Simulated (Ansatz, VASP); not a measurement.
## One calculation of Ru, two programs

File INCAR:

```
SYSTEM = Ru
ALGO = Fast
EDIFF = 1E-6
ENCUT = 520
GGA = PS
ISIF = 2
ISMEAR = 0
LASPH = .True.
LCHARG = .False.
LREAL = .False.
LWAVE = .False.
NBANDS = 51
NELM = 60
PREC = Accurate
SIGMA = 0.15
```

File KPOINTS:

```
k-points
0
Gamma
  19 19 4
  0 0 0
```

POSCAR

```
Ru
1.0
    1.8844236800     -1.8844236800      0.0000000000
    1.8844236800      0.0000000000     -1.8844236800
    8.1658359469      7.2236241069      7.2236241069
Ru
6
Direct
    0.6527805556      0.6527805556      0.0833166667
   -0.1527750000     -0.1527750000      0.9166500000
    0.2916694444      0.2916694444      0.2499833333
    0.5694472222      0.5694472222      0.5833166667
   -0.0694416667     -0.0694416667      0.4166500000
    0.2083361111      0.2083361111      0.7499833333
```

Input for Ansatz:

```yaml
crystal:
  lattice:
    - [1.88442368, -1.88442368, 0.0]
    - [1.88442368, 0.0, -1.88442368]
    - [8.1658359469, 7.2236241069, 7.2236241069]
  atoms:
    - { symbol: Ru, position: [0.6527805556, 0.6527805556, 0.0833166667] }
    - { symbol: Ru, position: [-0.152775, -0.152775, 0.91665] }
    - { symbol: Ru, position: [0.2916694444, 0.2916694444, 0.2499833333] }
    - { symbol: Ru, position: [0.5694472222, 0.5694472222, 0.5833166667] }
    - { symbol: Ru, position: [-0.0694416667, -0.0694416667, 0.41665] }
    - { symbol: Ru, position: [0.2083361111, 0.2083361111, 0.7499833333] }
basis:
  ecutwfc: 420
kpoints:
  mp_grid: { grid: [19, 19, 4] }
hamiltonian:
  xc: pbesol
scf:
  occupations: { method: gaussian, width: 0.15 }
output:
  forces: true
  stress: true
  eigenvalues: true
```

Alike in both runs: task single point; functional PBEsol; k mesh 19 × 19 × 4; occupations gaussian, width 0.15 eV; no spin polarisation.

```csv
,VASP,Ansatz
version,VASP 6.6.1,Ansatz 0.2.0
potentials or method,"VASP PAW PBE potentials, release 64 (Ru_pv), cutoff 520 eV","scalar-relativistic, plane waves, PAW"
valence electrons in the cell,84,96
```

|  | VASP | Ansatz | Ansatz less VASP |
| --- | --- | --- | --- |
| gap on the k mesh at the Fermi level (eV) | none | none | - |
| pressure (GPa) | 3.7 | 3.7 | 0.00 |
| traceless stress, the component that is largest in VASP (GPa) | 5.72 | 5.62 | -0.100 |
| rms of the force components (eV/Å) | 0.768 | 0.748 | -0.0200 |

VASP's potentials were made for PBE, not for PBEsol. Atom by atom the forces differ by 0.020 eV/Å (rms over components). A gap of «none» marks a metal or a gap that the smearing closes. VASP's potentials hold 84 valence electrons a cell and Ansatz's 96, so a difference there can come from the potentials and not from the codes.
